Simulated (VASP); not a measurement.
Runs of VASP 6.6.1 on Zn3CdTe4. It takes space group P-43m (No. 215, cubic). The conventional cell has a = 6.288 Å, b = 6.288 Å, c = 6.288 Å, α = 90.00°, β = 90.00°, γ = 90.00°. Within 3.5 Å of Zn (site symmetry -42m) lie 4 Te at 2.69 Å. Cd (site symmetry -43m) has 4 Te at 2.82 Å within 3.7 Å. Within 3.5 Å of Te (site symmetry 3m) lie 3 Zn at 2.69 Å and 1 Cd at 2.82 Å. 

| task | level | potentials or basis | cell | cutoff (eV) | smearing | gap on the mesh (eV) | pressure (GPa) | largest force (eV/Å) |
| --- | --- | --- | --- | --- | --- | --- | --- | --- |
| relaxation of cell and atoms | PBE | VASP PAW PBE potentials, release 64 (Zn, Cd, Te) | relaxed | 600 | gaussian 0.02 eV | 0.87 | 0.0 | 0.01 |
| single point | LDA | VASP PAW LDA potentials, release 64 (Zn, Cd, Te) | as given | 520 | gaussian 0.02 eV | 0.69 | (a) | 0.01 |
| single point | PBE | VASP PAW PBE potentials, release 64 (Zn, Cd, Te) | as given | 520 | gaussian 0.1 eV | 0.89 | 0.1 | 0.02 |
| single point | PBE | VASP PAW PBE potentials, release 64 (Zn, Cd, Te) | as given | 520 | gaussian 0.02 eV | 0.89 | 0.1 | 0.02 |

Alike in all rows: no spin polarisation; k mesh 4 × 4 × 4.

**Question.** Estimate the missing entries.

**Answer.** (a) -3.7.

Caveats: spin-orbit coupling is left out, which moves the levels of the heavy elements; the cell stands under tension (at least some runs).

A k mesh can miss the band edges, and the runs leave out spin-orbit coupling on Cd, Te.
